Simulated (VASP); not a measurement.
Set up this calculation in VASP 6.6.1, as the native input.

| Quantity | Value |
| --- | --- |
| Task | single point |
| Functional | PBEsol |
| Potentials or basis | VASP PAW PBE potentials, release 64 (Re_sv_GW) |
| Cutoff | 500 eV |
| k mesh | 12 × 12 × 12 |
| Occupations | fermi-dirac, width 0.05 eV |
| Spin | no spin polarisation |
| Dipole correction | no |
| Second run | valence_matched |
| Further INCAR settings | ALGO = Normal; EDIFF = 1e-06; NBANDS = 22 |

The structure of Re lies in POSCAR:

```
Re
1.0
    0.0000000000      2.4228446921      2.4228446921
    2.4228446921      0.0000000000      2.4228446921
    2.4228446921      2.4228446921      0.0000000000
Re
2
Direct
   -0.1250000000     -0.1250000000     -0.1250000000
    0.1250000000      0.1250000000      0.1250000000
```

This cell differs from its parent crystal: volume scaled by 0.65.

These files were run (other wordings do the same):

INCAR

```
PREC     = Accurate       # precision mode
ENCUT    = 500            # plane-wave cutoff, eV
EDIFF    = 1E-6           # SCF threshold, eV
ISMEAR   = -1             # smearing method
SIGMA    = 0.05           # smearing width, eV
LREAL    = False          # projectors in reciprocal space
LASPH    = True           # aspherical terms in the spheres
NELM     = 120            # most SCF steps
ALGO     = Normal         # electronic algorithm
ISIF     = 2              # what is computed and relaxed
LWAVE    = False          # write WAVECAR
LCHARG   = True           # write CHGCAR
GGA      = PS             # functional
LELF     = True           # ELF
LVHAR    = True         
NBANDS   = 22             # bands
GGA_COMPAT= False
```

KPOINTS

```
Automatic mesh
0
Gamma
  12 12 12
```

Potentials or basis: VASP PAW PBE potentials, release 64 (Re_sv_GW).

Launch:

```bash
$ cat potpaw_PBE.64/Re_sv_GW/POTCAR > POTCAR
$ mpirun -np 1 vasp_std > vasp.out
```

Results of the run:

```yaml
Pressure: 199.5 GPa
Band_gap_on_the_k_mesh: zero (band 15 reaches 14.59 eV, above the bottom of band 16 at 12.39 eV)
```

Caveat: the PAW data sets were made with another functional, which shifts forces and pressure a little; spin-orbit coupling is left out, which moves the levels of the heavy elements.

It took 28 s on 1 thread of Intel(R) Xeon(R) 6975P-C (Granite Rapids), on a shared host, peak memory 0.18 GiB.
